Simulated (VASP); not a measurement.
# Rh (Fm-3m) in VASP: notebook

The runs below take Rh through single point, with PBE.

Everything below comes from runs of VASP 6.6.1. Logs are shortened: lines on timing, memory, paths and dates and some standing lists are left out, and cuts for length are marked.

## 1. The cell of the first run

The structure is cubic, space group Fm-3m (No. 225). The conventional cell has a = 3.585 Å, b = 3.585 Å, c = 3.585 Å, α = 90.00°, β = 90.00°, γ = 90.00°. Rh (site symmetry m-3m) has 12 Rh at 2.53 Å within 3.3 Å.

## 2. Single point, PBE (11.52 Å³/atom)

Input file INCAR:

```
SYSTEM = Rh
  PREC = Accurate
  ENCUT = 520
  EDIFF = 1E-7
  ISMEAR = 0
  SIGMA = 0.15
  LREAL = .FALSE.
  LASPH = .TRUE.
  NELM = 100
  ALGO = Fast
  ISIF = 2
  LWAVE = .FALSE.
  LCHARG = .FALSE.
  GGA = PE
  NBANDS = 14
```

Input file KPOINTS:

```
regular mesh
0
G
  22 22 22
  0 0 0
```

Input file POSCAR:

```
Rh
1.0
    0.0000000000      1.7924581564      1.7924581564
    1.7924581564      0.0000000000      1.7924581564
    1.7924581564      1.7924581564      0.0000000000
Rh
1
Direct
    0.0000000000      0.0000000000      0.0000000000
```

Potentials or basis: VASP PAW PBE potentials, release 64 (Rh_pv).

On the command line:

```bash
cat potpaw_PBE.64/Rh_pv/POTCAR > POTCAR
mpirun -np 1 vasp_std > vasp.out
```

OUTCAR:

```text
SYSTEM = Rh
   PREC = Accurate
   ENCUT = 520
   EDIFF = 1E-7
   ISMEAR = 0
   LREAL = .FALSE.
   LASPH = .TRUE.
   NELM = 100
   ISIF = 2
   GGA = PE

 ion  position               nearest neighbor table
   1  0.000  0.000  0.000-

  LATTYP: Found a face centered cubic cell.
 ALAT       =     3.5849163128

  Lattice vectors:

 A1 = (   0.0000000000,   1.7924581564,   1.7924581564)
 A2 = (   1.7924581564,   0.0000000000,   1.7924581564)
 A3 = (   1.7924581564,   1.7924581564,   0.0000000000)

Analysis of symmetry for initial positions (statically):
=====================================================================
 Subroutine PRICEL returns:
 Original cell was already a primitive cell.

 Routine SETGRP: Setting up the symmetry group for a
 face centered cubic supercell.

 Subroutine GETGRP returns: Found 48 space group operations
 (whereof 48 operations were pure point group operations)
 out of a pool of 48 trial point group operations.

The static configuration has the point symmetry O_h .

Analysis of symmetry for dynamics (positions and initial velocities):
=====================================================================
 Subroutine PRICEL returns:
 Original cell was already a primitive cell.

 Routine SETGRP: Setting up the symmetry group for a
 face centered cubic supercell.

 Subroutine GETGRP returns: Found 48 space group operations
 (whereof 48 operations were pure point group operations)
 out of a pool of 48 trial point group operations.

The dynamic configuration has the point symmetry O_h .

 Subroutine INISYM returns: Found 48 space group operations
 (whereof 48 operations are pure point group operations),
 and found     1 'primitive' translations

----------------------------------------------------------------------------------------

                                     Primitive cell

  volume of cell :      11.5180

  direct lattice vectors                    reciprocal lattice vectors
     0.000000000  1.792458156  1.792458156    -0.278946540  0.278946540  0.278946540
     1.792458156  0.000000000  1.792458156     0.278946540 -0.278946540  0.278946540
     1.792458156  1.792458156  0.000000000     0.278946540  0.278946540 -0.278946540

  length of vectors
     2.534918635  2.534918635  2.534918635     0.483149579  0.483149579  0.483149579

  position of ions in fractional coordinates (direct lattice)
     0.000000000  0.000000000  0.000000000

  ion indices of the primitive-cell ions
   primitive index   ion index
                 1           1

----------------------------------------------------------------------------------------

 KPOINTS: regular mesh

Automatic generation of k-mesh.
 Grid dimensions read from file:
 generate k-points for:   22   22   22

 Generating k-lattice:

  Cartesian coordinates                     Fractional coordinates (reciprocal lattice)
    -0.012679388  0.012679388  0.012679388     0.045454545  0.000000000  0.000000000
     0.012679388 -0.012679388  0.012679388     0.000000000  0.045454545  0.000000000
     0.012679388  0.012679388 -0.012679388     0.000000000  0.000000000  0.045454545

  Length of vectors
     0.021961345  0.021961345  0.021961345

  Shift w.r.t. Gamma in fractional coordinates (k-lattice)
     0.000000000  0.000000000  0.000000000

 Subroutine IBZKPT returns following result:
 ===========================================

 Found    328 irreducible k-points:

 Following reciprocal coordinates:
            Coordinates               Weight
  0.000000  0.000000  0.000000      1.000000
  0.045455  0.000000  0.000000      8.000000
  0.090909  0.000000  0.000000      8.000000
  0.136364  0.000000  0.000000      8.000000
  0.181818  0.000000  0.000000      8.000000
  0.227273  0.000000  0.000000      8.000000
[... 16 lines left out ...]
  0.500000  0.045455  0.000000     24.000000
 -0.454545  0.045455  0.000000     24.000000
 [... further k-points ...]
   k-points           NKPTS =    328   k-points in BZ     NKDIM =    328   number of bands    NBANDS=     14
   number of dos      NEDOS =    301   number of ions     NIONS =      1
   total plane-waves  NPLWV =   8000
   dimension x,y,z NGX =    20 NGY =   20 NGZ =   20
   dimension x,y,z NGXF=    40 NGYF=   40 NGZF=   40
   ions per type =               1
   NGX,Y,Z   is equivalent  to a cutoff of  13.12, 13.12, 13.12 a.u.
   NGXF,Y,Z  is equivalent  to a cutoff of  26.23, 26.23, 26.23 a.u.
 SYSTEM =  Rh
   PREC   = accura    normal or accurate (medium, high low for compatibility)
   ISTART =      0    job   : 0-new  1-cont  2-samecut
   ICHARG =      2    charge: 1-file 2-atom 10-const
   ISPIN  =      1    spin polarized calculation?
   LNONCOLLINEAR =      F non collinear calculations
   LSORBIT =      F    spin-orbit coupling
   LASPH  =      T    aspherical Exc in radial PAW
   ENCUT  =  520.0 eV  38.22 Ry    6.18 a.u.   4.71  4.71  4.71*2*pi/ulx,y,z
   NELM   =    100;   NELMIN=  2; NELMDL= -5     # of ELM steps
   EDIFF  = 0.1E-06   stopping-criterion for ELM
   LREAL  =      F    real-space projection
   EDIFFG = 0.1E-05   stopping-criterion for IOM
   NSW    =      0    number of steps for IOM
   IBRION =     -1    ionic relax: 0-MD 1-quasi-New 2-CG
   NFREE  =      0    steps in history (QN), initial steepest desc. (CG)
   ISIF   =      2    stress and relaxation
   ISYM   =      2    0-nonsym 1-usesym 2-fastsym
   POTIM  = 0.5000    time-step for ionic-motion
   TEBEG  =    0.0;   TEEND  =   0.0 temperature during run
   PSTRESS=    0.0 pullay stress
   NELECT =      15.0000    total number of electrons
   NUPDOWN=      -1.0000    fix difference up-down
   EMIN   =  10.00;   EMAX   =-10.00  energy-range for DOS
   EFERMI =   0.00;   METHOD = LEGACY
   ISMEAR =     0;   SIGMA  =   0.15  broadening in eV -4-tet -1-fermi 0-gaus
   EFERMI_NEDOS =   21; number of points for ismear=-14 and -15
   IALGO  =     68    algorithm
   IMIX   =      4    mixing-type and parameters
     AMIX     =   0.40;   BMIX     =  1.00
     AMIX_MAG =   1.60;   BMIX_MAG =  1.00
  volume/ion in A,a.u.               =      11.52        77.73
  Fermi-wavevector in a.u.,A,eV,Ry     =   1.787775  3.378405 43.486124  3.196140
  Thomas-Fermi vector in A             =   2.851086
   LORBIT       =      0    0 simple, 1 ext, 2 COOP (PROOUT), +10 PAW based schemes
   GGA     = PE    functional components
   LHFCALC =     F    Hartree Fock is set to
   AEXX    =    0.0000 exact exchange contribution
   IVDW    =     0    specifies the selected vdW correction
   LEPSILON=     F    determine dielectric tensor
   LRPA    =     F    only Hartree local field effects (RPA)
 non-spin polarized calculation
 RMM-DIIS sequential band-by-band and
 Gauss-broadening in eV      SIGMA  =   0.15
  energy-cutoff  :      520.00
  volume of cell :       11.52
 maximum number of plane-waves:       331
   NGX =  9   NGY =  9   NGZ =  9

 number of electron      15.0000001 magnetization

 Free energy of the ion-electron system (eV)
  ---------------------------------------------------
  ext. energy  EPLUGINS =         0.00000000
  ---------------------------------------------------
  free energy    TOTEN  =        -6.71523439 eV

  energy without entropy =       -6.70375493  energy(sigma->0) =       -6.70949466

 E-fermi :  15.4656     XC(G=0): -15.2055

 val. band max:       15.4603242605   @ k =   0.3636   0.0000   0.0000
 cond. band min:      15.4661700487   @ k =   0.3182   0.2727   0.0455
 fundamental gap:      0.0058457882
 Fermi energy:        15.4655735890

 k-point     1 :       0.0000    0.0000    0.0000
  band No.  band energies     occupation
      1     -31.2278      2.00000
      2     -31.2278      2.00000
      3     -31.2278      2.00000
      4       6.1674      2.00000
      5      11.4207      2.00000
      6      11.4207      2.00000
      7      11.4207      2.00000
      8      14.1757      2.00000
      9      14.1757      2.00000
     10      31.1548      0.00000
     11      35.4830      0.00000
     12      37.6734      0.00000
     13      37.6734      0.00000
     14      37.6734      0.00000

 k-point     2 :       0.0455    0.0000    0.0000
  band No.  band energies     occupation
      1     -31.2563      2.00000
      2     -31.2315      2.00000
      3     -31.2315      2.00000
      4       6.2677      2.00000
      5      11.3695      2.00000
      6      11.4633      2.00000
      7      11.4633      2.00000
      8      14.1480      2.00000
      9      14.1480      2.00000
     10      31.3234      0.00000
     11      35.4831      0.00000
     12      37.1635      0.00000
     13      37.8363      0.00000
     14      37.8363      0.00000

 k-point     3 :       0.0909    0.0000    0.0000
  band No.  band energies     occupation
      1     -31.3391      2.00000
      2     -31.2421      2.00000
      3     -31.2421      2.00000
      4       6.5576      2.00000
      5      11.2345      2.00000
      6      11.5802      2.00000
      7      11.5802      2.00000
      8      14.0795      2.00000
      9      14.0795      2.00000
     10      31.8007      0.00000
     11      35.4810      0.00000
     12      36.0237      0.00000
     13      38.3157      0.00000
     14      38.3157      0.00000
[... 324 lines left out ...]
 k-point    23 :       0.5000    0.0455    0.0000
  band No.  band energies     occupation
      1     -32.5469      2.00000
      2     -31.4227      2.00000
      3     -31.4116      2.00000
      4       7.7896      2.00000
      5      11.2158      2.00000
      6      11.3707      2.00000
      7      15.0859      1.99966
      8      16.2612      0.00000
      9      17.2299      0.00000
     10      26.1772      0.00000
     11      30.9314      0.00000
     12      35.4861      0.00000
     13      38.2089      0.00000
     14      38.2402      0.00000

 k-point    24 :      -0.4545    0.0455    0.0000
  band No.  band energies     occupation
      1     -32.5384      2.00000
      2     -31.4265      2.00000
      3     -31.4055      2.00000
      4       7.8010      2.00000
      5      11.2372      2.00000
      6      11.3689      2.00000
      7      15.0589      1.99987
      8      16.1264      0.00000
      9      17.2047      0.00000
     10      26.3084      0.00000
     11      30.9796      0.00000
     12      35.4862      0.00000
     13      38.0782      0.00000
     14      38.5356      0.00000

 [... further k-points ...]

------------------------ aborting loop because EDIFF is reached ----------------------------------------

  FORCE on cell =-STRESS in cart. coord.  units (eV):
  Direction    XX          YY          ZZ          XY          YZ          ZX
  --------------------------------------------------------------------------------------
  -------------------------------------------------------------------------------------
  Total        6.1016422      6.1016422      6.1016422      0.0000000      0.0000000     -0.0000000
  in kB      848.7508948    848.7508948    848.7508948      0.0000000      0.0000000     -0.0000000
  external PRESSURE =     848.7508948 kB  Pullay stress =       0.0000000 kB

 VOLUME and BASIS-vectors are now :
 -----------------------------------------------------------------------------
  energy-cutoff  :      520.00
  volume of cell :       11.52
      direct lattice vectors                 reciprocal lattice vectors
     0.000000000  1.792458156  1.792458156    -0.278946540  0.278946540  0.278946540
     1.792458156  0.000000000  1.792458156     0.278946540 -0.278946540  0.278946540
     1.792458156  1.792458156  0.000000000     0.278946540  0.278946540 -0.278946540

 POSITION                                       TOTAL-FORCE (eV/Angst)
 -----------------------------------------------------------------------------------
      0.00000      0.00000      0.00000         0.000000     -0.000000      0.000000
 -----------------------------------------------------------------------------------
    total drift:                               -0.000000     -0.000000     -0.000000

  FREE ENERGIE OF THE ION-ELECTRON SYSTEM (eV)
  ---------------------------------------------------
  free  energy   TOTEN  =        -6.7152343894 eV

  energy  without entropy=       -6.7037549263  energy(sigma->0) =       -6.70949466
```

It took 29 s on 1 thread of AMD EPYC 9R45 (Zen 5), shared host; peak memory 0.13 GiB.

Results:

| Item | Value |
| --- | --- |
| Free energy | -6.7152 eV |
| Pressure | 84.9 GPa |
| Band gap on the k mesh | zero (an odd number of electrons rules out a gap without spin polarisation) |

Levels at points of the mesh, in eV from the Fermi level:
```csv
k point,band 4,band 5,band 6,band 7,band 8,band 9,band 10,band 11
"(0.00, 0.00, 0.00)",-9.30,-4.04,-4.04,-4.04,-1.29,-1.29,15.69,20.02
"(0.50, 0.00, 0.00)",-7.76,-4.17,-4.17,0.61,0.79,0.79,10.70,15.29
"(0.50, 0.50, 0.00)",-8.21,-7.75,0.76,1.36,1.36,3.61,14.40,14.40
```

Caveat: the cell stands under pressure.

## 3. Single point, PBE (12.36 Å³/atom)

This run uses another cell than the first one, of 12.36 Å³/atom.

Input file INCAR:

```
SYSTEM = Rh
PREC = Accurate ; ENCUT = 520
EDIFF = 1E-6 ; ISMEAR = 0
SIGMA = 0.15 ; LREAL = .False.
LASPH = .True. ; NELM = 100
ALGO = Fast ; ISIF = 2
LWAVE = .False. ; LCHARG = .True.
GGA = PE ; LELF = .True.
LVHAR = .True. ; NBANDS = 14
```

Input file KPOINTS:

```
regular mesh
0
Gamma
  22 22 22
  0 0 0
```

Input file POSCAR:

```
Rh
1.0
    0.0000000000      1.8351625453      1.8351625453
    1.8351625453      0.0000000000      1.8351625453
    1.8351625453      1.8351625453      0.0000000000
Rh
1
Direct
    0.0000000000      0.0000000000      0.0000000000
```

Potentials or basis: VASP PAW PBE potentials, release 64 (Rh_pv).

On the command line:

```bash
cat potpaw_PBE.64/Rh_pv/POTCAR > POTCAR
mpirun -np 1 vasp_std > vasp.out
```

Wall time 27 s (1 thread of AMD EPYC 9R45 (Zen 5), shared host); peak memory 0.14 GiB.

It converged, with:

```
Free energy            : -7.0532 eV
Pressure               : 45.6 GPa
Band gap on the k mesh : zero (an odd number of electrons rules out a gap without spin polarisation)
```

Levels at points of the mesh, in eV from the Fermi level:
```
           k point  band 4  band 5  band 6  band 7  band 8  band 9  band 10  band 11
(0.00, 0.00, 0.00)   -8.76   -3.63   -3.63   -3.63   -1.16   -1.16    15.86    20.22
(0.50, 0.00, 0.00)   -7.06   -3.73   -3.73    0.64    0.70    0.70     9.83    15.42
(0.50, 0.50, 0.00)   -7.40   -6.98    0.66    1.20    1.20    3.44    13.72    13.97
```

Caveat: the cell stands under pressure.

## 4. Single point, PBE (13.20 Å³/atom)

This run uses another cell than the first one, of 13.20 Å³/atom.

Input file INCAR:

```
SYSTEM = Rh
ALGO = Fast ; EDIFF = 1E-6
ENCUT = 520 ; GGA = PE
ISIF = 2 ; ISMEAR = 0
LASPH = .TRUE. ; LCHARG = .TRUE.
LELF = .TRUE. ; LREAL = .FALSE.
LVHAR = .TRUE. ; LWAVE = .FALSE.
NBANDS = 14 ; NELM = 100
PREC = Accurate ; SIGMA = 0.15
```

Input file KPOINTS:

```
k-points
0
G
  22 22 22
  0 0 0
```

Input file POSCAR:

```
Rh
1.0
    0.0000000000      1.8759669087      1.8759669087
    1.8759669087      0.0000000000      1.8759669087
    1.8759669087      1.8759669087      0.0000000000
Rh
1
Direct
    0.0000000000      0.0000000000      0.0000000000
```

On the command line:

```bash
cat potpaw_PBE.64/Rh_pv/POTCAR > POTCAR
mpirun -np 1 vasp_std > vasp.out
```

It took 27 s on 1 thread of AMD EPYC 9R45 (Zen 5), shared host; peak memory 0.14 GiB.

It converged, with:

```
Free energy            : -7.2192 eV
Pressure               : 18.7 GPa
Band gap on the k mesh : zero (an odd number of electrons rules out a gap without spin polarisation)
```

Levels at points of the mesh, in eV from the Fermi level:
```tsv
k point	band 5	band 6	band 7	band 8	band 9	band 10
(0.00, 0.00, 0.00)	-3.27	-3.27	-3.27	-1.05	-1.05	15.96
(0.50, 0.00, 0.00)	-3.36	-3.36	0.62	0.62	0.70	9.08
(0.50, 0.50, 0.00)	-6.32	0.59	1.07	1.07	3.33	12.81
```

Caveat: the cell stands under pressure.

## 5. Single point, PBE (14.05 Å³/atom)

This run uses another cell than the first one, of 14.05 Å³/atom.

Input file INCAR:

```
SYSTEM = Rh
PREC     = Accurate       ! precision mode
ENCUT    = 520            ! plane-wave cutoff, eV
EDIFF    = 1E-7           ! SCF threshold, eV
ISMEAR   = 0              ! smearing method
SIGMA    = 0.15           ! smearing width, eV
LREAL    = .False.        ! projectors in reciprocal space
LASPH    = .True.         ! aspherical terms in the spheres
NELM     = 100            ! most SCF steps
ALGO     = Normal         ! electronic algorithm
ISIF     = 2              ! what is computed and relaxed
LWAVE    = .False.        ! write WAVECAR
LCHARG   = .True.         ! write CHGCAR
GGA      = PE             ! functional
LELF     = .True.         ! ELF
LVHAR    = .True.       
NBANDS   = 14             ! bands
```

Input file KPOINTS:

```
Automatic mesh
0
Gamma
  22 22 22
  0 0 0
```

Input file POSCAR:

```
Rh
1.0
    0.0000000000      1.9150524221      1.9150524221
    1.9150524221      0.0000000000      1.9150524221
    1.9150524221      1.9150524221      0.0000000000
Rh
1
Direct
    0.0000000000      0.0000000000      0.0000000000
```

On the command line:

```bash
cat potpaw_PBE.64/Rh_pv/POTCAR > POTCAR
mpirun -np 1 vasp_std > vasp.out
```

Run time: 23 s. Hardware: 1 thread of AMD EPYC 9R45 (Zen 5), shared host; peak memory 0.14 GiB.

The run converged. Its results:

| Item | Value |
| --- | --- |
| Free energy | -7.2663 eV |
| Pressure | 0.1 GPa |
| Band gap on the k mesh | zero (an odd number of electrons rules out a gap without spin polarisation) |

Levels at points of the mesh, in eV from the Fermi level:
| k point | band 3 | band 4 | band 5 | band 6 | band 7 | band 8 | band 9 | band 10 | band 11 | band 12 |
| --- | --- | --- | --- | --- | --- | --- | --- | --- | --- | --- |
| (0.00, 0.00, 0.00) | -46.34 | -7.79 | -2.97 | -2.97 | -2.97 | -0.96 | -0.96 | 16.02 | 20.60 | 21.36 |
| (0.50, 0.00, 0.00) | -46.43 | -5.93 | -3.04 | -3.04 | 0.55 | 0.55 | 0.76 | 8.43 | 15.51 | 20.60 |
| (0.50, 0.50, 0.00) | -46.59 | -6.11 | -5.75 | 0.52 | 0.95 | 0.95 | 3.24 | 12.01 | 13.20 | 13.20 |

## 6. Single point, PBE (14.89 Å³/atom)

This run uses another cell than the first one, of 14.89 Å³/atom.

Input file INCAR:

```
ALGO = Normal
EDIFF = 1E-6
ENCUT = 520
GGA = PE
ISIF = 2
ISMEAR = 0
LASPH = True
LCHARG = True
LELF = True
LREAL = False
LVHAR = True
LWAVE = False
NBANDS = 14
NELM = 100
PREC = Accurate
SIGMA = 0.15
```

Input file KPOINTS:

```
k-points
0
Gamma
  22 22 22
```

Input file POSCAR:

```
Rh
1.0
    0.0000000000      1.9525935247      1.9525935247
    1.9525935247      0.0000000000      1.9525935247
    1.9525935247      1.9525935247      0.0000000000
Rh
1
Direct
    0.0000000000      0.0000000000      0.0000000000
```

Potentials or basis: VASP PAW PBE potentials, release 64 (Rh_pv).

On the command line:

```bash
cat potpaw_PBE.64/Rh_pv/POTCAR > POTCAR
mpirun -np 1 vasp_std > vasp.out
```

Wall time 31 s (1 thread of AMD EPYC 9R45 (Zen 5), shared host); peak memory 0.16 GiB.

The run converged. Its results:

* Free energy: -7.2314 eV
* Pressure: -12.8 GPa
* Band gap on the k mesh: zero (an odd number of electrons rules out a gap without spin polarisation)

Levels at points of the mesh, in eV from the Fermi level:
```tsv
k point	band 4	band 5	band 6	band 7	band 8	band 9	band 10	band 11
(0.00, 0.00, 0.00)	-7.37	-2.71	-2.71	-2.71	-0.87	-0.87	16.03	20.77
(0.50, 0.00, 0.00)	-5.47	-2.77	-2.77	0.50	0.50	0.84	7.87	15.50
(0.50, 0.50, 0.00)	-5.59	-5.26	0.47	0.86	0.86	3.19	11.31	12.86
```

Caveat: the cell stands under tension.

## 7. Overview

```csv
cell,gap on the mesh (eV),pressure (GPa)
"a = 2.535 Å, angles 60.0°, 1 atom",none,84.9
"a = 2.595 Å, angles 60.0°, 1 atom",none,45.6
"a = 2.653 Å, angles 60.0°, 1 atom",none,18.7
"a = 2.708 Å, angles 60.0°, 1 atom",none,0.1
"a = 2.761 Å, angles 60.0°, 1 atom",none,-12.8
```

Alike in all rows: task single point; level PBE; potentials or basis VASP PAW PBE potentials, release 64 (Rh_pv); no spin polarisation; k mesh 22 × 22 × 22; cutoff (eV) 520; smearing gaussian 0.15 eV.

Caveats: the cell stands under pressure (at least some runs); the cell stands under tension (at least some runs).

Absolute energies hang on the potentials; compare differences alone.
